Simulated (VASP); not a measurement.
Al:

```
CELL_PARAMETERS angstrom
0.00000 2.02481 2.02481
2.02481 0.00000 2.02481
2.02481 2.02481 0.00000
ATOMIC_POSITIONS crystal
Al 0.00000 0.00000 0.00000
```

Base run:

```yaml
Program: VASP 6.6.1
Functional: SVWN5
Potentials_or_basis: VASP PAW PBE potentials, release 64 (Al)
Cutoff: 520 eV
k_mesh: 11 × 11 × 11
Occupations: fermi-dirac, width 0.05 eV
Spin: no spin polarisation
```

Its results: pressure -3.3 GPa.

Problem. The run is repeated on the same cell with these changes: functional from SVWN5 to BLYP; k mesh from 11 × 11 × 11 to 6 × 6 × 6. What comes out?

Solution. Pressure 3.6 GPa.

Several settings changed at once, so the effect can't be laid on one alone.

Caveats: some runs use coarse meshes; the PAW data sets were made with another functional, which shifts forces and pressure a little.
